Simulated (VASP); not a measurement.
# Sb (P6_3/mmc) in VASP: notebook

The runs below take Sb through single point, with PBE.

All numbers are computed with VASP 6.6.1; they aren't measurements. Logs are shortened: lines on timing, memory, paths and dates and some standing lists are left out, and cuts for length are marked.

**1. The cell of the first run**

Symmetry: P6_3/mmc, No. 194, hexagonal system. Conventional cell: a = 3.387 Å, b = 3.387 Å, c = 5.197 Å, α = 90.00°, β = 90.00°, γ = 120.00°. Sb (site symmetry -6m2) has 12 Sb at 3.25 to 3.39 Å within 4.3 Å.

This isn't the form of Sb at room conditions, which is rhombohedral.

**2. Single point, PBE (25.81 Å³/atom)**

The input, INCAR:

```
PREC     = Accurate       # precision mode
ENCUT    = 520            # plane-wave cutoff, eV
EDIFF    = 1E-6           # SCF threshold, eV
ISMEAR   = -1             # smearing method
SIGMA    = 0.05           # smearing width, eV
LREAL    = F              # projectors in reciprocal space
LASPH    = T              # aspherical terms in the spheres
NELM     = 60             # most SCF steps
ALGO     = Normal         # electronic algorithm
ISIF     = 2              # what is computed and relaxed
LWAVE    = F              # write WAVECAR
LCHARG   = T              # write CHGCAR
GGA      = PE             # functional
LELF     = T              # ELF
LVHAR    = T            
NBANDS   = 12             # bands
```

The input, KPOINTS:

```
regular mesh
0
Gamma
  13 13 7
```

The input, POSCAR:

```
Sb
1.0
    3.3865791545      0.0000000000      0.0000000000
   -1.6932895772      2.9328635797      0.0000000000
    0.0000000000      0.0000000000      5.1965900899
Sb
2
Direct
    0.3333333333      0.6666666667      0.2500000000
    0.6666666667      0.3333333333      0.7500000000
```

Potentials or basis: VASP PAW PBE potentials, release 64 (Sb).

The run is started by

```console
cat potpaw_PBE.64/Sb/POTCAR > POTCAR
mpirun -np 1 vasp_std > vasp.out
```

OUTCAR:

```text
PREC = Accurate
   ENCUT = 520
   EDIFF = 1E-6
   ISMEAR = -1
   LREAL = F
   LASPH = T
   NELM = 60
   ISIF = 2
   GGA = PE

 ion  position               nearest neighbor table
   1  0.333  0.667  0.250-   2 3.25   2 3.25   2 3.25   2 3.25   2 3.25   2 3.25
   2  0.667  0.333  0.750-   1 3.25   1 3.25   1 3.25   1 3.25   1 3.25   1 3.25

  LATTYP: Found a hexagonal cell.
 ALAT       =     3.3865791545
 C/A-ratio  =     1.5344658586

  Lattice vectors:

 A1 = (   3.3865791545,   0.0000000000,   0.0000000000)
 A2 = (  -1.6932895772,   2.9328635797,   0.0000000000)
 A3 = (   0.0000000000,   0.0000000000,   5.1965900899)

Analysis of symmetry for initial positions (statically):
=====================================================================
 Subroutine PRICEL returns:
 Original cell was already a primitive cell.

 Routine SETGRP: Setting up the symmetry group for a
 hexagonal supercell.

 Subroutine GETGRP returns: Found 24 space group operations
 (whereof 12 operations were pure point group operations)
 out of a pool of 24 trial point group operations.

The static configuration has the point symmetry D_3d.
 The point group associated with its full space group is D_6h.

Analysis of symmetry for dynamics (positions and initial velocities):
=====================================================================
 Subroutine PRICEL returns:
 Original cell was already a primitive cell.

 Routine SETGRP: Setting up the symmetry group for a
 hexagonal supercell.

 Subroutine GETGRP returns: Found 24 space group operations
 (whereof 12 operations were pure point group operations)
 out of a pool of 24 trial point group operations.

The dynamic configuration has the point symmetry D_3d.
 The point group associated with its full space group is D_6h.

 Subroutine INISYM returns: Found 24 space group operations
 (whereof 12 operations are pure point group operations),
 and found     1 'primitive' translations

----------------------------------------------------------------------------------------

                                     Primitive cell

  volume of cell :      51.6145

  direct lattice vectors                    reciprocal lattice vectors
     3.386579155  0.000000000  0.000000000     0.295283221  0.170481847  0.000000000
    -1.693289577  2.932863580  0.000000000     0.000000000  0.340963694  0.000000000
     0.000000000  0.000000000  5.196590090     0.000000000  0.000000000  0.192433881

  length of vectors
     3.386579155  3.386579154  5.196590090     0.340963694  0.340963694  0.192433881

  position of ions in fractional coordinates (direct lattice)
     0.333333333  0.666666667  0.250000000
     0.666666667  0.333333333  0.750000000

  ion indices of the primitive-cell ions
   primitive index   ion index
                 1           1
                 2           2

----------------------------------------------------------------------------------------

 KPOINTS: regular mesh

Automatic generation of k-mesh.
 Grid dimensions read from file:
 generate k-points for:   13   13    7

 Generating k-lattice:

  Cartesian coordinates                     Fractional coordinates (reciprocal lattice)
     0.022714094  0.013113988  0.000000000     0.076923077  0.000000000  0.000000000
     0.000000000  0.026227976  0.000000000     0.000000000  0.076923077  0.000000000
     0.000000000  0.000000000  0.027490554     0.000000000  0.000000000  0.142857143

  Length of vectors
     0.026227976  0.026227976  0.027490554

  Shift w.r.t. Gamma in fractional coordinates (k-lattice)
     0.000000000  0.000000000  0.000000000

 Subroutine IBZKPT returns following result:
 ===========================================

 Found     84 irreducible k-points:

 Following reciprocal coordinates:
            Coordinates               Weight
  0.000000  0.000000  0.000000      1.000000
  0.076923 -0.000000  0.000000      6.000000
  0.153846 -0.000000  0.000000      6.000000
  0.230769  0.000000  0.000000      6.000000
  0.307692 -0.000000  0.000000      6.000000
  0.384615  0.000000  0.000000      6.000000
[... 16 lines left out ...]
  0.076923 -0.000000  0.142857     12.000000
  0.153846 -0.000000  0.142857     12.000000
 [... further k-points ...]
   k-points           NKPTS =     84   k-points in BZ     NKDIM =     84   number of bands    NBANDS=     12
   number of dos      NEDOS =    301   number of ions     NIONS =      2
   total plane-waves  NPLWV =  31360
   dimension x,y,z NGX =    28 NGY =   28 NGZ =   40
   dimension x,y,z NGXF=    56 NGYF=   56 NGZF=   80
   ions per type =               2
   NGX,Y,Z   is equivalent  to a cutoff of  13.75, 13.75, 12.80 a.u.
   NGXF,Y,Z  is equivalent  to a cutoff of  27.49, 27.49, 25.59 a.u.
 SYSTEM =  unknown system
   PREC   = accura    normal or accurate (medium, high low for compatibility)
   ISTART =      0    job   : 0-new  1-cont  2-samecut
   ICHARG =      2    charge: 1-file 2-atom 10-const
   ISPIN  =      1    spin polarized calculation?
   LNONCOLLINEAR =      F non collinear calculations
   LSORBIT =      F    spin-orbit coupling
   LASPH  =      T    aspherical Exc in radial PAW
   ENCUT  =  520.0 eV  38.22 Ry    6.18 a.u.   6.30  6.30  9.66*2*pi/ulx,y,z
   NELM   =     60;   NELMIN=  2; NELMDL= -5     # of ELM steps
   EDIFF  = 0.1E-05   stopping-criterion for ELM
   LREAL  =      F    real-space projection
   EDIFFG = 0.1E-04   stopping-criterion for IOM
   NSW    =      0    number of steps for IOM
   IBRION =     -1    ionic relax: 0-MD 1-quasi-New 2-CG
   NFREE  =      0    steps in history (QN), initial steepest desc. (CG)
   ISIF   =      2    stress and relaxation
   ISYM   =      2    0-nonsym 1-usesym 2-fastsym
   POTIM  = 0.5000    time-step for ionic-motion
   TEBEG  =    0.0;   TEEND  =   0.0 temperature during run
   PSTRESS=    0.0 pullay stress
   NELECT =      10.0000    total number of electrons
   NUPDOWN=      -1.0000    fix difference up-down
   EMIN   =  10.00;   EMAX   =-10.00  energy-range for DOS
   EFERMI =   0.00;   METHOD = LEGACY
   ISMEAR =    -1;   SIGMA  =   0.05  broadening in eV -4-tet -1-fermi 0-gaus
   EFERMI_NEDOS =   21; number of points for ismear=-14 and -15
   IALGO  =     38    algorithm
   IMIX   =      4    mixing-type and parameters
     AMIX     =   0.40;   BMIX     =  1.00
     AMIX_MAG =   1.60;   BMIX_MAG =  1.00
  volume/ion in A,a.u.               =      25.81       174.16
  Fermi-wavevector in a.u.,A,eV,Ry     =   0.947293  1.790124 12.209378  0.897364
  Thomas-Fermi vector in A             =   2.075372
   LORBIT       =      0    0 simple, 1 ext, 2 COOP (PROOUT), +10 PAW based schemes
   GGA     = PE    functional components
   LHFCALC =     F    Hartree Fock is set to
   AEXX    =    0.0000 exact exchange contribution
   IVDW    =     0    specifies the selected vdW correction
   LEPSILON=     F    determine dielectric tensor
   LRPA    =     F    only Hartree local field effects (RPA)
 non-spin polarized calculation
  energy-cutoff  :      520.00
  volume of cell :       51.61
 maximum number of plane-waves:      1411
 NGX is ok and might be reduce to    28
   NGX = 13   NGY = 13   NGZ = 19

 number of electron      10.0000000 magnetization

 Free energy of the ion-electron system (eV)
  ---------------------------------------------------
  ext. energy  EPLUGINS =         0.00000000
  ---------------------------------------------------
  free energy    TOTEN  =        -7.69480808 eV

  energy without entropy =       -7.68372547  energy(sigma->0) =       -7.68926677

 E-fermi :   9.1034     XC(G=0): -10.4166

 val. band max:        9.0890643692   @ k =   0.4615   0.0000   0.0000
 cond. band min:       9.1078651927   @ k =   0.3846   0.1538   0.0000
 fundamental gap:      0.0188008235
 Fermi energy:         9.1033805471

 k-point     1 :       0.0000    0.0000    0.0000
  band No.  band energies     occupation
      1      -4.1902      2.00000
      2       0.4486      2.00000
      3       3.1246      2.00000
      4      12.1396      0.00000
      5      12.1396      0.00000
      6      14.0930      0.00000
      7      14.0930      0.00000
      8      15.6765      0.00000
      9      16.1757      0.00000
     10      17.7399      0.00000
     11      18.9309      0.00000
     12      18.9309      0.00000

 k-point     2 :       0.0769   -0.0000    0.0000
  band No.  band energies     occupation
      1      -4.0872      2.00000
      2       0.5342      2.00000
      3       3.2328      2.00000
      4      11.0973      0.00000
      5      11.7441      0.00000
      6      13.5867      0.00000
      7      14.2681      0.00000
      8      15.3889      0.00000
      9      16.7323      0.00000
     10      17.4984      0.00000
     11      18.8840      0.00000
     12      19.4045      0.00000

 k-point     3 :       0.1538   -0.0000    0.0000
  band No.  band energies     occupation
      1      -3.7791      2.00000
      2       0.7835      2.00000
      3       3.5553      2.00000
      4       9.2026      0.24152
      5      10.9893      0.00000
      6      12.3788      0.00000
      7      14.3042      0.00000
      8      14.5023      0.00000
      9      15.8108      0.00000
     10      18.4750      0.00000
     11      18.6951      0.00000
     12      19.2770      0.00000

 k-point     4 :       0.2308    0.0000    0.0000
  band No.  band energies     occupation
      1      -3.2699      2.00000
      2       1.1621      2.00000
      3       4.0840      2.00000
      4       7.2896      2.00000
      5      10.2465      0.00000
      6      10.8808      0.00000
      7      13.1606      0.00000
      8      13.9901      0.00000
      9      14.6815      0.00000
     10      17.8847      0.00000
     11      18.7579      0.00000
     12      18.9137      0.00000

 k-point     5 :       0.3077   -0.0000    0.0000
  band No.  band energies     occupation
      1      -2.5707      2.00000
      2       1.5516      2.00000
      3       4.8012      2.00000
      4       5.6671      2.00000
      5       9.2968      0.04089
      6       9.6379      0.00005
      7      11.6543      0.00000
      8      13.5658      0.00000
      9      13.8832      0.00000
     10      17.2766      0.00000
     11      18.4011      0.00000
     12      18.4659      0.00000
[... 228 lines left out ...]
      1       0.1812      2.00000
      2       0.9855      2.00000
      3       4.4197      2.00000
      4       6.7012      2.00000
      5       7.6068      2.00000
      6       7.6458      2.00000
      7       8.6524      1.99976
      8       8.6802      1.99958
      9      12.7871      0.00000
     10      19.8961      0.00000
     11      20.1889      0.00000
     12      22.1565      0.00000

 k-point    22 :       0.0000    0.0000    0.1429
  band No.  band energies     occupation
      1      -4.0741      2.00000
      2      -0.2394      2.00000
      3       4.0413      2.00000
      4      12.2317      0.00000
      5      12.2317      0.00000
      6      14.0126      0.00000
      7      14.0126      0.00000
      8      14.6841      0.00000
      9      16.2625      0.00000
     10      17.9065      0.00000
     11      18.5613      0.00000
     12      18.5613      0.00000

 k-point    23 :       0.0769   -0.0000    0.1429
  band No.  band energies     occupation
      1      -3.9711      2.00000
      2      -0.1467      2.00000
      3       4.1393      2.00000
      4      11.2009      0.00000
      5      11.8443      0.00000
      6      13.4193      0.00000
      7      14.1201      0.00000
      8      14.5624      0.00000
      9      16.7231      0.00000
     10      17.5387      0.00000
     11      18.5605      0.00000
     12      18.8573      0.00000

 k-point    24 :       0.1538   -0.0000    0.1429
  band No.  band energies     occupation
      1      -3.6633      2.00000
      2       0.1260      2.00000
      3       4.4247      2.00000
      4       9.3256      0.02322
      5      11.1001      0.00000
      6      12.0473      0.00000
      7      14.0279      0.00000
      8      14.0641      0.00000
      9      15.9250      0.00000
     10      18.1691      0.00000
     11      18.4297      0.00000
     12      18.9967      0.00000

 [... further k-points ...]

------------------------ aborting loop because EDIFF is reached ----------------------------------------

  FORCE on cell =-STRESS in cart. coord.  units (eV):
  Direction    XX          YY          ZZ          XY          YZ          ZX
  --------------------------------------------------------------------------------------
  -------------------------------------------------------------------------------------
  Total        1.2245686      1.2245686      1.2871710      0.0000000     -0.0000000      0.0000000
  in kB       38.0121251     38.0121251     39.9553795      0.0000000     -0.0000000      0.0000000
  external PRESSURE =      38.6598766 kB  Pullay stress =       0.0000000 kB

 VOLUME and BASIS-vectors are now :
 -----------------------------------------------------------------------------
  energy-cutoff  :      520.00
  volume of cell :       51.61
      direct lattice vectors                 reciprocal lattice vectors
     3.386579155  0.000000000  0.000000000     0.295283221  0.170481847  0.000000000
    -1.693289577  2.932863580  0.000000000     0.000000000  0.340963694  0.000000000
     0.000000000  0.000000000  5.196590090     0.000000000  0.000000000  0.192433881

 POSITION                                       TOTAL-FORCE (eV/Angst)
 -----------------------------------------------------------------------------------
     -0.00000      1.95524      1.29915         0.000000     -0.000000      0.000000
      1.69329      0.97762      3.89744        -0.000000      0.000000      0.000000
 -----------------------------------------------------------------------------------
    total drift:                               -0.000000      0.000000     -0.000000

  FREE ENERGIE OF THE ION-ELECTRON SYSTEM (eV)
  ---------------------------------------------------
  free  energy   TOTEN  =        -7.6948080797 eV

  energy  without entropy=       -7.6837254686  energy(sigma->0) =       -7.68926677
```

Run time: 61 s. Hardware: 1 thread of Intel Xeon 8259CL, shared host; peak memory 0.2 GiB.

What came out:

```
Free energy            : -7.6948 eV
Pressure               : 3.9 GPa
Band gap on the k mesh : zero (bands 5 and 6 overlap by 6.57 eV)
```

Levels at points of the mesh, in eV from the Fermi level:
```tsv
k point	band 2	band 3	band 4	band 5	band 6	band 7	band 8	band 9
(0.00, 0.00, 0.00)	-8.65	-5.98	3.04	3.04	4.99	4.99	6.57	7.07
```

Caveat: the cell stands under pressure; spin-orbit coupling is left out, which moves the levels of the heavy elements.

**3. Single point, PBE (26.62 Å³/atom)**

This run uses another cell than the first one, of 26.62 Å³/atom.

The input, INCAR:

```
ALGO = Normal ; EDIFF = 1E-6
ENCUT = 520 ; GGA = PE
ISIF = 2 ; ISMEAR = -1
LASPH = T ; LCHARG = F
LREAL = F ; LWAVE = F
NBANDS = 12 ; NELM = 80
PREC = Accurate ; SIGMA = 0.05
```

The input, KPOINTS:

```
k-points
0
Gamma
  13 13 7
```

The input, POSCAR:

```
Sb
1.0
    3.4216234127      0.0000000000      0.0000000000
   -1.7108117063      2.9632127976      0.0000000000
    0.0000000000      0.0000000000      5.2503643077
Sb
2
Direct
    0.3333333333      0.6666666667      0.2500000000
    0.6666666667      0.3333333333      0.7500000000
```

Potentials or basis: VASP PAW PBE potentials, release 64 (Sb).

The run is started by

```console
cat potpaw_PBE.64/Sb/POTCAR > POTCAR
mpirun -np 1 vasp_std > vasp.out
```

It took 72 s on 1 thread of Intel Xeon 8259CL, shared host; peak memory 0.2 GiB.

It converged, with:

- Free energy: -7.7227 eV
- Pressure: 1.7 GPa
- Band gap on the k mesh: zero (bands 5 and 6 overlap by 6.30 eV)

Levels at points of the mesh, in eV from the Fermi level:
```
           k point  band 1  band 2  band 3  band 4  band 5  band 6  band 7  band 8  band 9  band 10
(0.00, 0.00, 0.00)  -13.04   -8.60   -5.78    2.92    2.92    4.81    4.81    6.29    6.95     8.60
```

Caveat: spin-orbit coupling is left out, which moves the levels of the heavy elements.

(Continued in part 2 of 2.)
